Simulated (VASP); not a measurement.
NbCd3:

```
CELL_PARAMETERS angstrom
4.21500 0.00000 0.00000
0.00000 4.21500 0.00000
0.00000 0.00000 4.21500
ATOMIC_POSITIONS crystal
Nb 0.00000 0.00000 0.00000
Cd 0.00000 0.50000 0.50000
Cd 0.50000 0.00000 0.50000
Cd 0.50000 0.50000 0.00000
```

- Program: VASP 6.6.1
- Task: relaxation of cell and atoms
- Functional: PBE
- Potentials or basis: VASP PAW PBE potentials, release 64 (Nb_sv, Cd)
- Cutoff: 600 eV
- k mesh: 4 × 4 × 4
- Occupations: gaussian, width 0.1 eV
- Spin: no spin polarisation

At the start: pressure 7.6 GPa; volume 18.72 Å³/atom.

Task: Where does the relaxation end?

Result: Over 3 steps the energy falls by 29.1 meV/atom and the volume is 20.05 Å³/atom (+7.1 %); space group Pm-3m (No. 221, to 0.1 Å) before and after.

Step by step:
```
step  energy change (eV)  largest force (eV/Å)  pressure (GPa)  volume (Å³)
   1              0.0000                0.0000            7.58        74.88
   2             -0.0438                0.0000           -4.64        84.90
   3             -0.1165                0.0000           -0.05        80.19
```

Final structure:
```yaml
crystal:
  lattice:
    - [4.31236, 0.00000, 0.00000]
    - [0.00000, 4.31236, 0.00000]
    - [0.00000, 0.00000, 4.31236]
  atoms:
    - { symbol: Nb, position: [0.00000, 0.00000, 0.00000] }
    - { symbol: Cd, position: [0.00000, 0.50000, 0.50000] }
    - { symbol: Cd, position: [0.50000, 0.00000, 0.50000] }
    - { symbol: Cd, position: [0.50000, 0.50000, 0.00000] }
```

Caveat: the k points lie up to 0.36 Å⁻¹ apart in the final cell, too coarse for converged energies and pressures of a metal.
